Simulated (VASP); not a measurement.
# SnO2 (fluorite type) (Fm-3m) in VASP: notebook, part 2 of 2

VASP 6.6.1. The steps go on from the part before.

### 3 Relaxation of cell and atoms, PBE

This run uses another cell than the first one, of 10.00 Å³/atom, 0.882 times its volume.

The input, INCAR:

```
SYSTEM = SnO2
ALGO = Normal
EDIFF = 1E-6
EDIFFG = -0.005
ENCUT = 600
GGA = PE
IBRION = 2
ISIF = 3
ISMEAR = -1
LASPH = .True.
LCHARG = .False.
LREAL = .False.
LWAVE = .False.
NELM = 100
NSW = 60
PREC = Accurate
SIGMA = 0.08
```

The input, KPOINTS:

```
k-points
0
Gamma
  12 12 12
  0 0 0
```

The input, POSCAR:

```
SnO2
1.0
    0.0000000000      2.4662120743      2.4662120743
    2.4662120743      0.0000000000      2.4662120743
    2.4662120743      2.4662120743      0.0000000000
Sn O
1 2
Direct
    0.0000000000      0.0000000000      0.0000000000
    0.2500000000      0.2500000000      0.2500000000
    0.7500000000      0.7500000000      0.7500000000
```

Potentials or basis: VASP PAW PBE potentials, release 64 (Sn_d, O).

Launch:

```sh
cat potpaw_PBE.64/Sn_d/POTCAR potpaw_PBE.64/O/POTCAR > POTCAR
mpirun -np 1 vasp_std > vasp.out
```

OUTCAR:

```text
SYSTEM = SnO2
   EDIFF = 1E-6
   EDIFFG = -0.005
   ENCUT = 600
   GGA = PE
   IBRION = 2
   ISIF = 3
   ISMEAR = -1
   LASPH = .True.
   LREAL = .False.
   NELM = 100
   NSW = 60
   PREC = Accurate

 ion  position               nearest neighbor table
   1  0.000  0.000  0.000-   2 2.14   3 2.14   3 2.14   3 2.14   3 2.14   2 2.14   2 2.14   2 2.14

   2  0.250  0.250  0.250-   1 2.14   1 2.14   1 2.14   1 2.14
   3  0.750  0.750  0.750-   1 2.14   1 2.14   1 2.14   1 2.14

  LATTYP: Found a face centered cubic cell.
 ALAT       =     4.9324241486

  Lattice vectors:

 A1 = (   0.0000000000,   2.4662120743,   2.4662120743)
 A2 = (   2.4662120743,   0.0000000000,   2.4662120743)
 A3 = (   2.4662120743,   2.4662120743,   0.0000000000)

Analysis of symmetry for initial positions (statically):
=====================================================================
 Subroutine PRICEL returns:
 Original cell was already a primitive cell.

 Routine SETGRP: Setting up the symmetry group for a
 face centered cubic supercell.

 Subroutine GETGRP returns: Found 48 space group operations
 (whereof 48 operations were pure point group operations)
 out of a pool of 48 trial point group operations.

The static configuration has the point symmetry O_h .

Analysis of symmetry for dynamics (positions and initial velocities):
=====================================================================
 Subroutine PRICEL returns:
 Original cell was already a primitive cell.

 Routine SETGRP: Setting up the symmetry group for a
 face centered cubic supercell.

 Subroutine GETGRP returns: Found 48 space group operations
 (whereof 48 operations were pure point group operations)
 out of a pool of 48 trial point group operations.

The dynamic configuration has the point symmetry O_h .

 Subroutine INISYM returns: Found 48 space group operations
 (whereof 48 operations are pure point group operations),
 and found     1 'primitive' translations

----------------------------------------------------------------------------------------

                                     Primitive cell

  volume of cell :      30.0000

  direct lattice vectors                    reciprocal lattice vectors
     0.000000000  2.466212074  2.466212074    -0.202740067  0.202740067  0.202740067
     2.466212074  0.000000000  2.466212074     0.202740067 -0.202740067  0.202740067
     2.466212074  2.466212074  0.000000000     0.202740067  0.202740067 -0.202740067

  length of vectors
     3.487750563  3.487750563  3.487750563     0.351156096  0.351156096  0.351156096

  position of ions in fractional coordinates (direct lattice)
     0.000000000  0.000000000  0.000000000
     0.250000000  0.250000000  0.250000000
     0.750000000  0.750000000  0.750000000

  ion indices of the primitive-cell ions
   primitive index   ion index
                 1           1
                 2           2
                 3           3

----------------------------------------------------------------------------------------

 KPOINTS: k-points

Automatic generation of k-mesh.
 Grid dimensions read from file:
 generate k-points for:   12   12   12

 Generating k-lattice:
[... 56 lines left out ...]
   ISPIN  =      1    spin polarized calculation?
   LNONCOLLINEAR =      F non collinear calculations
   LSORBIT =      F    spin-orbit coupling
   LASPH  =      T    aspherical Exc in radial PAW
   ENCUT  =  600.0 eV  44.10 Ry    6.64 a.u.   6.97  6.97  6.97*2*pi/ulx,y,z
   NELM   =    100;   NELMIN=  2; NELMDL= -5     # of ELM steps
   EDIFF  = 0.1E-05   stopping-criterion for ELM
   LREAL  =      F    real-space projection
   EDIFFG = -.5E-02   stopping-criterion for IOM
   NSW    =     60    number of steps for IOM
   IBRION =      2    ionic relax: 0-MD 1-quasi-New 2-CG
   NFREE  =      1    steps in history (QN), initial steepest desc. (CG)
   ISIF   =      3    stress and relaxation
   ISYM   =      2    0-nonsym 1-usesym 2-fastsym
   POTIM  = 0.5000    time-step for ionic-motion
   TEBEG  =    0.0;   TEEND  =   0.0 temperature during run
   PSTRESS=    0.0 pullay stress
   NELECT =      26.0000    total number of electrons
   NUPDOWN=      -1.0000    fix difference up-down
   EMIN   =  10.00;   EMAX   =-10.00  energy-range for DOS
   EFERMI =   0.00;   METHOD = LEGACY
   ISMEAR =    -1;   SIGMA  =   0.08  broadening in eV -4-tet -1-fermi 0-gaus
   EFERMI_NEDOS =   21; number of points for ismear=-14 and -15
   IALGO  =     38    algorithm
   IMIX   =      4    mixing-type and parameters
     AMIX     =   0.40;   BMIX     =  1.00
     AMIX_MAG =   1.60;   BMIX_MAG =  1.00
  volume/ion in A,a.u.               =      10.00        67.48
  Fermi-wavevector in a.u.,A,eV,Ry     =   1.560842  2.949563 33.146879  2.436227
  Thomas-Fermi vector in A             =   2.663995
   LORBIT       =      0    0 simple, 1 ext, 2 COOP (PROOUT), +10 PAW based schemes
   GGA     = PE    functional components
   LHFCALC =     F    Hartree Fock is set to
   AEXX    =    0.0000 exact exchange contribution
   IVDW    =     0    specifies the selected vdW correction
   LEPSILON=     F    determine dielectric tensor
   LRPA    =     F    only Hartree local field effects (RPA)
 conjugate gradient relaxation of ions
 non-spin polarized calculation
  energy-cutoff  :      600.00
  volume of cell :       30.00
 maximum number of plane-waves:      1018
   NGX = 13   NGY = 13   NGZ = 13

--------------------------------------- Ionic step        1  -------------------------------------------

 number of electron      26.0000011 magnetization

 Free energy of the ion-electron system (eV)
  ---------------------------------------------------
  ext. energy  EPLUGINS =         0.00000000
  ---------------------------------------------------
  free energy    TOTEN  =       -17.54447214 eV

  energy without entropy =      -17.54446207  energy(sigma->0) =      -17.54446711

------------------------ aborting loop because EDIFF is reached ----------------------------------------

  FORCE on cell =-STRESS in cart. coord.  units (eV):
  Direction    XX          YY          ZZ          XY          YZ          ZX
  --------------------------------------------------------------------------------------
  -------------------------------------------------------------------------------------
  Total        6.0956856      6.0956856      6.0956856      0.0000000     -0.0000000      0.0000000
  in kB      325.5456435    325.5456435    325.5456435      0.0000000     -0.0000000      0.0000000
  external PRESSURE =     325.5456435 kB  Pullay stress =       0.0000000 kB
[... 92 lines left out ...]
  FREE ENERGIE OF THE ION-ELECTRON SYSTEM (eV)
  ---------------------------------------------------
  free  energy   TOTEN  =       -17.9124020347 eV

  energy  without entropy=      -17.9114943964  energy(sigma->0) =      -17.91194822

[... ionic steps 4 to 13 ...]

--------------------------------------- Ionic step       14  -------------------------------------------

 number of electron      25.9999991 magnetization

------------------------ aborting loop because EDIFF is reached ----------------------------------------
[... 69 lines left out ...]
--------------------------------------- Ionic step       16  -------------------------------------------

 number of electron      25.9999992 magnetization

 Free energy of the ion-electron system (eV)
  ---------------------------------------------------
  ext. energy  EPLUGINS =         0.00000000
  ---------------------------------------------------
  free energy    TOTEN  =       -17.91270573 eV

  energy without entropy =      -17.91186223  energy(sigma->0) =      -17.91228398

 E-fermi :   7.6920     XC(G=0): -11.6647

 val. band max:        7.3532351144   @ k =  -0.2500   0.5000   0.2500
 cond. band min:       8.0070398100   @ k =   0.0833   0.0000   0.0000
 fundamental gap:      0.6538046956
 Fermi energy:         7.6919594992

 k-point     1 :       0.0000    0.0000    0.0000
  band No.  band energies     occupation
      1     -13.2121      2.00000
      2     -13.2121      2.00000
      3     -13.2121      2.00000
      4     -13.0882      2.00000
      5     -13.0882      2.00000
      6     -11.9469      2.00000
[... 457 lines left out ...]
      4     -13.0903      2.00000
      5     -13.0644      2.00000
      6      -9.7880      2.00000
[... 9 lines left out ...]
     16      17.1477      0.00000
     17      17.6571      0.00000

 [... further k-points ...]

------------------------ aborting loop because EDIFF is reached ----------------------------------------

  FORCE on cell =-STRESS in cart. coord.  units (eV):
  Direction    XX          YY          ZZ          XY          YZ          ZX
  --------------------------------------------------------------------------------------
  -------------------------------------------------------------------------------------
  Total        0.0039452      0.0039452      0.0039452      0.0000000      0.0000000      0.0000000
  in kB        0.1853545      0.1853545      0.1853545      0.0000000      0.0000000      0.0000000
  external PRESSURE =       0.1853545 kB  Pullay stress =       0.0000000 kB
[... 18 lines left out ...]
  FREE ENERGIE OF THE ION-ELECTRON SYSTEM (eV)
  ---------------------------------------------------
  free  energy   TOTEN  =       -17.9127057282 eV

  energy  without entropy=      -17.9118622319  energy(sigma->0) =      -17.91228398

 reached required accuracy - stopping structural energy minimisation
```

CONTCAR:

```text
SnO2
   1.00000000000000
    -0.0000000000000000    2.5738424937610942    2.5738424937610946
     2.5738424937610942   -0.0000000000000000    2.5738424937610946
     2.5738424937610942    2.5738424937610942    0.0000000000000000
  Sn              O
     1     2
Direct
     0.0000000000000000    0.0000000000000000    0.0000000000000000
     0.2500000000000000    0.2500000000000000    0.2500000000000000
     0.7500000000000000    0.7500000000000000    0.7500000000000000

  0.00000000E+00  0.00000000E+00  0.00000000E+00
  0.00000000E+00  0.00000000E+00  0.00000000E+00
  0.00000000E+00  0.00000000E+00  0.00000000E+00
```

It took 2.8 min on 1 thread of Intel Xeon Platinum 8488C (Sapphire Rapids), shared host; peak memory 0.19 GiB.

Results:

- Free energy: -17.9127 eV
- Relaxed volume: 11.37 Å³/atom
- Relaxed cell: a = 3.640 Å, b = 3.640 Å, c = 3.640 Å, α = 60.00°, β = 60.00°, γ = 60.00°
- Space group after relaxing (to 0.05 Å): Fm-3m (No. 225)
- Energy gained by relaxing: 122.7 meV/atom
- Ionic steps: 16
- Pressure after relaxing: 0.0 GPa
- Band gap on the k mesh: zero (band 13 reaches 7.35 eV, above the bottom of band 14 at 7.17 eV)

Step by step:
```tsv
step	energy change (eV)	largest force (eV/Å)	pressure (GPa)	volume (Å³)
1	0.0000	0.0000	32.55	30.00
2	0.0256	0.0000	-19.48	39.72
3	-0.3679	0.0000	-0.72	34.24
4	-0.3682	0.0000	-0.14	34.13
5	-0.3682	0.0000	0.42	34.05
6	-0.3682	0.0000	0.37	34.05
7	-0.3682	0.0000	0.31	34.05
8	-0.3682	0.0000	0.29	34.05
9	-0.3682	0.0000	0.29	34.05
10	-0.3682	0.0000	0.30	34.05
11	-0.3682	0.0000	0.30	34.05
12	-0.3682	0.0000	0.31	34.06
13	-0.3682	0.0000	0.26	34.06
14	-0.3682	0.0000	0.25	34.07
15	-0.3682	0.0000	0.13	34.08
16	-0.3682	0.0000	0.02	34.10
```

Final structure:
```
CELL_PARAMETERS angstrom
0.00000 2.57384 2.57384
2.57384 0.00000 2.57384
2.57384 2.57384 0.00000
ATOMIC_POSITIONS crystal
Sn 0.00000 0.00000 0.00000
O 0.25000 0.25000 0.25000
O 0.75000 0.75000 0.75000
```

Caveat: spin-orbit coupling is left out, which moves the levels of the heavy elements.
